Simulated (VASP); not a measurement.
# PtSe (Fm-3m) in VASP: further runs

PtSe is run at these levels: PBE+D3(BJ), PBE+D4, PBE+U; tasks: relaxation of cell and atoms.

Program: VASP 6.6.1. These are calculated values, not measurements. Logs are shortened: lines on timing, memory, paths and dates and some standing lists are left out, and cuts for length are marked.

**1. The cell of the first run**

Symmetry: Fm-3m, No. 225, cubic system. Conventional cell: a = 5.597 Å, b = 5.597 Å, c = 5.597 Å, α = 90.00°, β = 90.00°, γ = 90.00°. Pt (site symmetry m-3m) has 6 Se at 2.80 Å within 3.7 Å. Within 3.7 Å of Se (site symmetry m-3m) lie 6 Pt at 2.80 Å.

**2. Relaxation of cell and atoms, PBE+D3(BJ)**

INCAR reads:

```
PREC = Accurate
ENCUT = 600
EDIFF = 1E-6
ISMEAR = -1
SIGMA = 0.05
LREAL = False
LASPH = True
NELM = 80
ALGO = Normal
ISIF = 3
LWAVE = False
LCHARG = False
GGA = PE
IVDW = 12
IBRION = 2
NSW = 60
EDIFFG = -0.01
```

KPOINTS reads:

```
Automatic mesh
0
Gamma
  8 8 8
```

POSCAR reads:

```
PtSe
1.0
    0.0000000000      2.7984111300      2.7984111300
    2.7984111300      0.0000000000      2.7984111300
    2.7984111300      2.7984111300      0.0000000000
Pt Se
1 1
Direct
    0.5000000000      0.5000000000      0.5000000000
    0.0000000000      0.0000000000      0.0000000000
```

Potentials or basis: VASP PAW PBE potentials, release 64 (Pt, Se).

Run with:

```bash
> cat potpaw_PBE.64/Pt/POTCAR potpaw_PBE.64/Se/POTCAR > POTCAR
> mpirun -np 1 vasp_std > vasp.out
```

OUTCAR:

```text
PREC = Accurate
   ENCUT = 600
   EDIFF = 1E-6
   ISMEAR = -1
   LREAL = False
   LASPH = True
   NELM = 80
   ISIF = 3
   GGA = PE
   IVDW = 12
   IBRION = 2
   NSW = 60
   EDIFFG = -0.01
 IVDW          = 12

 ion  position               nearest neighbor table
   1  0.500  0.500  0.500-   2 2.80   2 2.80   2 2.80   2 2.80   2 2.80   2 2.80
   2  0.000  0.000  0.000-   1 2.80   1 2.80   1 2.80   1 2.80   1 2.80   1 2.80

  LATTYP: Found a face centered cubic cell.
 ALAT       =     5.5968222600

  Lattice vectors:

 A1 = (   0.0000000000,   2.7984111300,   2.7984111300)
 A2 = (   2.7984111300,   0.0000000000,   2.7984111300)
 A3 = (   2.7984111300,   2.7984111300,   0.0000000000)

Analysis of symmetry for initial positions (statically):
=====================================================================
 Subroutine PRICEL returns:
 Original cell was already a primitive cell.

 Routine SETGRP: Setting up the symmetry group for a
 face centered cubic supercell.

 Subroutine GETGRP returns: Found 48 space group operations
 (whereof 48 operations were pure point group operations)
 out of a pool of 48 trial point group operations.

The static configuration has the point symmetry O_h .

Analysis of symmetry for dynamics (positions and initial velocities):
=====================================================================
 Subroutine PRICEL returns:
 Original cell was already a primitive cell.

 Routine SETGRP: Setting up the symmetry group for a
 face centered cubic supercell.

 Subroutine GETGRP returns: Found 48 space group operations
 (whereof 48 operations were pure point group operations)
 out of a pool of 48 trial point group operations.

The dynamic configuration has the point symmetry O_h .

 Subroutine INISYM returns: Found 48 space group operations
 (whereof 48 operations are pure point group operations),
 and found     1 'primitive' translations

----------------------------------------------------------------------------------------

                                     Primitive cell

  volume of cell :      43.8293

  direct lattice vectors                    reciprocal lattice vectors
     0.000000000  2.798411130  2.798411130    -0.178672817  0.178672817  0.178672817
     2.798411130  0.000000000  2.798411130     0.178672817 -0.178672817  0.178672817
     2.798411130  2.798411130  0.000000000     0.178672817  0.178672817 -0.178672817

  length of vectors
     3.957550973  3.957550973  3.957550973     0.309470397  0.309470397  0.309470397

  position of ions in fractional coordinates (direct lattice)
     0.500000000  0.500000000  0.500000000
     0.000000000  0.000000000  0.000000000

  ion indices of the primitive-cell ions
   primitive index   ion index
                 1           1
                 2           2

----------------------------------------------------------------------------------------

 KPOINTS: Automatic mesh

Automatic generation of k-mesh.
 Grid dimensions read from file:
 generate k-points for:    8    8    8

 Generating k-lattice:

  Cartesian coordinates                     Fractional coordinates (reciprocal lattice)
    -0.022334102  0.022334102  0.022334102     0.125000000  0.000000000  0.000000000
     0.022334102 -0.022334102  0.022334102     0.000000000  0.125000000  0.000000000
     0.022334102  0.022334102 -0.022334102     0.000000000  0.000000000  0.125000000

  Length of vectors
     0.038683800  0.038683800  0.038683800

  Shift w.r.t. Gamma in fractional coordinates (k-lattice)
     0.000000000  0.000000000  0.000000000

 Subroutine IBZKPT returns following result:
 ===========================================

 Found     29 irreducible k-points:

 Following reciprocal coordinates:
            Coordinates               Weight
  0.000000  0.000000  0.000000      1.000000
  0.125000  0.000000  0.000000      8.000000
  0.250000  0.000000  0.000000      8.000000
  0.375000  0.000000  0.000000      8.000000
  0.500000  0.000000  0.000000      4.000000
  0.125000  0.125000  0.000000      6.000000
[... 16 lines left out ...]
  0.500000  0.250000  0.125000     48.000000
 -0.375000  0.250000  0.125000     24.000000
 [... further k-points ...]
   k-points           NKPTS =     29   k-points in BZ     NKDIM =     29   number of bands    NBANDS=     12
   number of dos      NEDOS =    301   number of ions     NIONS =      2
   total plane-waves  NPLWV =  32768
   dimension x,y,z NGX =    32 NGY =   32 NGZ =   32
   dimension x,y,z NGXF=    64 NGYF=   64 NGZF=   64
   ions per type =               1   1
   NGX,Y,Z   is equivalent  to a cutoff of  13.44, 13.44, 13.44 a.u.
   NGXF,Y,Z  is equivalent  to a cutoff of  26.88, 26.88, 26.88 a.u.
 SYSTEM =  unknown system
   PREC   = accura    normal or accurate (medium, high low for compatibility)
   ISTART =      0    job   : 0-new  1-cont  2-samecut
   ICHARG =      2    charge: 1-file 2-atom 10-const
   ISPIN  =      1    spin polarized calculation?
   LNONCOLLINEAR =      F non collinear calculations
   LSORBIT =      F    spin-orbit coupling
   LASPH  =      T    aspherical Exc in radial PAW
   ENCUT  =  600.0 eV  44.10 Ry    6.64 a.u.   7.90  7.90  7.90*2*pi/ulx,y,z
   NELM   =     80;   NELMIN=  2; NELMDL= -5     # of ELM steps
   EDIFF  = 0.1E-05   stopping-criterion for ELM
   LREAL  =      F    real-space projection
   EDIFFG = -.1E-01   stopping-criterion for IOM
   NSW    =     60    number of steps for IOM
   IBRION =      2    ionic relax: 0-MD 1-quasi-New 2-CG
   NFREE  =      1    steps in history (QN), initial steepest desc. (CG)
   ISIF   =      3    stress and relaxation
   ISYM   =      2    0-nonsym 1-usesym 2-fastsym
   POTIM  = 0.5000    time-step for ionic-motion
   TEBEG  =    0.0;   TEEND  =   0.0 temperature during run
   PSTRESS=    0.0 pullay stress
   NELECT =      16.0000    total number of electrons
   NUPDOWN=      -1.0000    fix difference up-down
   EMIN   =  10.00;   EMAX   =-10.00  energy-range for DOS
   EFERMI =   0.00;   METHOD = LEGACY
   ISMEAR =    -1;   SIGMA  =   0.05  broadening in eV -4-tet -1-fermi 0-gaus
   EFERMI_NEDOS =   21; number of points for ismear=-14 and -15
   IALGO  =     38    algorithm
   IMIX   =      4    mixing-type and parameters
     AMIX     =   0.40;   BMIX     =  1.00
     AMIX_MAG =   1.60;   BMIX_MAG =  1.00
  volume/ion in A,a.u.               =      21.91       147.89
  Fermi-wavevector in a.u.,A,eV,Ry     =   1.170020  2.211017 18.625654  1.368947
  Thomas-Fermi vector in A             =   2.306485
   LORBIT       =      0    0 simple, 1 ext, 2 COOP (PROOUT), +10 PAW based schemes
   GGA     = PE    functional components
   LHFCALC =     F    Hartree Fock is set to
   AEXX    =    0.0000 exact exchange contribution
   IVDW    =    12    specifies the selected vdW correction
   LEPSILON=     F    determine dielectric tensor
   LRPA    =     F    only Hartree local field effects (RPA)
 conjugate gradient relaxation of ions
 non-spin polarized calculation
  energy-cutoff  :      600.00
  volume of cell :       43.83
 maximum number of plane-waves:      1476
   NGX = 15   NGY = 15   NGZ = 15

--------------------------------------- Ionic step        1  -------------------------------------------

 number of electron      15.9999999 magnetization

 Free energy of the ion-electron system (eV)
  ---------------------------------------------------
  ext. energy  EPLUGINS =         0.00000000
  ---------------------------------------------------
  free energy    TOTEN  =        -9.28168128 eV

  energy without entropy =       -9.27135114  energy(sigma->0) =       -9.27651621

------------------------ aborting loop because EDIFF is reached ----------------------------------------

 Edisp (eV)   -0.93170

 E8    (eV) :    -0.4089

  FORCE on cell =-STRESS in cart. coord.  units (eV):
  Direction    XX          YY          ZZ          XY          YZ          ZX
  --------------------------------------------------------------------------------------
  -------------------------------------------------------------------------------------
  Total      -4.92139    -4.92139    -4.92139    -0.00000     0.00000     0.00000
  in kB    -179.90110  -179.90110  -179.90110    -0.00000     0.00000     0.00000
  external pressure =     -179.90 kB  Pullay stress =        0.00 kB
[... 21 lines left out ...]
  energy  without entropy=      -10.2030477824  energy(sigma->0) =      -10.20821285

--------------------------------------- Ionic step        2  -------------------------------------------

 number of electron      16.0000000 magnetization

 E-fermi :  10.9610     XC(G=0): -12.5920

 val. band max:       10.9278705414   @ k =   0.3750   0.3750   0.0000
 cond. band min:      10.9759909331   @ k =   0.5000   0.2500   0.0000
 fundamental gap:      0.0481203917
 Fermi energy:        10.9609571051

 k-point     1 :       0.0000    0.0000    0.0000
  band No.  band energies     occupation
      1      -6.3116      2.00000
      2       6.3923      2.00000
      3       6.3923      2.00000
      4       6.3923      2.00000
      5       6.5336      2.00000
      6       6.5336      2.00000
      7       9.0780      2.00000
      8       9.0780      2.00000
      9       9.0780      2.00000
     10      13.7782      0.00000
     11      19.8986      0.00000
     12      23.3314      0.00000
[... 331 lines left out ...]
 k-point    24 :      -0.3750    0.2500    0.1250
  band No.  band energies     occupation
      1      -3.9129      2.00000
      2       1.9777      2.00000
      3       3.8745      2.00000
      4       4.0785      2.00000
      5       7.7759      2.00000
      6       7.8211      2.00000
      7       8.4284      2.00000
      8      11.4537      0.00011
      9      11.7750      0.00000
     10      16.2803      0.00000
     11      17.5073      0.00000
     12      20.1577      0.00000

 [... further k-points ...]

------------------------ aborting loop because EDIFF is reached ----------------------------------------

 Edisp (eV)   -1.36437

 E8    (eV) :    -0.5955

  FORCE on cell =-STRESS in cart. coord.  units (eV):
  Direction    XX          YY          ZZ          XY          YZ          ZX
  --------------------------------------------------------------------------------------
  -------------------------------------------------------------------------------------
  Total       7.38931     7.38931     7.38931     0.00000    -0.00000     0.00000
  in kB     394.63386   394.63386   394.63386     0.00000    -0.00000     0.00000
  external pressure =      394.63 kB  Pullay stress =        0.00 kB
[... 181 lines left out ...]
  energy  without entropy=      -10.7765405038  energy(sigma->0) =      -10.77940474

--------------------------------------- Ionic step        7  -------------------------------------------

 number of electron      16.0000000 magnetization

 Free energy of the ion-electron system (eV)
  ---------------------------------------------------
  ext. energy  EPLUGINS =         0.00000000
  ---------------------------------------------------
  free energy    TOTEN  =        -9.63494124 eV

  energy without entropy =       -9.62924504  energy(sigma->0) =       -9.63209314

 E-fermi :   8.1149     XC(G=0): -11.6692

 val. band max:        7.9282862043   @ k =  -0.3750   0.3750   0.0000
 cond. band min:       8.1872020739   @ k =   0.5000   0.5000   0.0000
 fundamental gap:      0.2589158696
 Fermi energy:         8.1149039173

 k-point     1 :       0.0000    0.0000    0.0000
  band No.  band energies     occupation
      1      -7.4677      2.00000
      2       4.6992      2.00000
      3       4.6992      2.00000
      4       4.6992      2.00000
      5       4.7261      2.00000
      6       4.7261      2.00000
      7       6.5465      2.00000
      8       6.5465      2.00000
      9       6.5465      2.00000
     10       9.6087      0.00000
     11      17.7569      0.00000
     12      19.6572      0.00000
[... 331 lines left out ...]
 k-point    24 :      -0.3750    0.2500    0.1250
  band No.  band energies     occupation
      1      -5.7671      2.00000
      2       0.7938      2.00000
      3       2.4513      2.00000
      4       2.5966      2.00000
      5       5.6513      2.00000
      6       5.7263      2.00000
      7       6.1470      2.00000
      8       8.4341      0.00337
      9       8.8846      0.00000
     10      13.4544      0.00000
     11      13.5920      0.00000
     12      16.6936      0.00000

 [... further k-points ...]

------------------------ aborting loop because EDIFF is reached ----------------------------------------

 Edisp (eV)   -1.14747

 E8    (eV) :    -0.5020

  FORCE on cell =-STRESS in cart. coord.  units (eV):
  Direction    XX          YY          ZZ          XY          YZ          ZX
  --------------------------------------------------------------------------------------
  -------------------------------------------------------------------------------------
  Total       0.00554     0.00554     0.00554     0.00000     0.00000     0.00000
  in kB       0.24920     0.24920     0.24920     0.00000     0.00000     0.00000
  external pressure =        0.25 kB  Pullay stress =        0.00 kB
[... 17 lines left out ...]
  FREE ENERGIE OF THE ION-ELECTRON SYSTEM (eV)
  ---------------------------------------------------
  free  energy   TOTEN  =       -10.7824122701 eV

  energy  without entropy=      -10.7767160684  energy(sigma->0) =      -10.77956417

 reached required accuracy - stopping structural energy minimisation
```

It took 96 s on 1 thread of Intel Xeon 8259CL, shared host; peak memory 0.2 GiB.

Results:

| Item | Value |
| --- | --- |
| Free energy | -10.7824 eV |
| Relaxed volume | 17.82 Å³/atom |
| Relaxed cell | a = 3.694 Å, b = 3.694 Å, c = 3.694 Å, α = 60.00°, β = 60.00°, γ = 60.00° |
| Space group after relaxing (to 0.1 Å) | Fm-3m (No. 225) |
| Energy gained by relaxing | 284.5 meV/atom |
| Ionic steps | 7 |
| Pressure after relaxing | 0.0 GPa |
| Band gap on the k mesh | zero (bands 8 and 9 overlap by 4.55 eV) |
| Dispersion energy per atom | -0.574 eV |

Step by step:
| step | energy change (eV) | largest force (eV/Å) | pressure (GPa) | volume (Å³) |
| --- | --- | --- | --- | --- |
| 1 | 0.0000 | 0.0000 | -17.99 | 43.83 |
| 2 | 0.0157 | 0.0000 | 39.46 | 30.00 |
| 3 | -0.5683 | 0.0000 | -0.96 | 35.88 |
| 4 | -0.5690 | 0.0000 | -0.25 | 35.70 |
| 5 | -0.5689 | 0.0000 | 0.37 | 35.55 |
| 6 | -0.5689 | 0.0000 | -0.41 | 35.75 |
| 7 | -0.5690 | 0.0000 | 0.02 | 35.64 |

Final structure:
```
Pt Se
1.0
     0.00000    2.61195    2.61195
     2.61195    0.00000    2.61195
     2.61195    2.61195    0.00000
Pt Se
1 1
Cartesian
  2.6119 2.6119 2.6119
  0.0000 0.0000 0.0000
```

Caveat: the volume moved by over 15 % at a fixed basis, so the end points are rough; spin-orbit coupling is left out, which moves the levels of the heavy elements.

(Continued in part 2 of 2.)
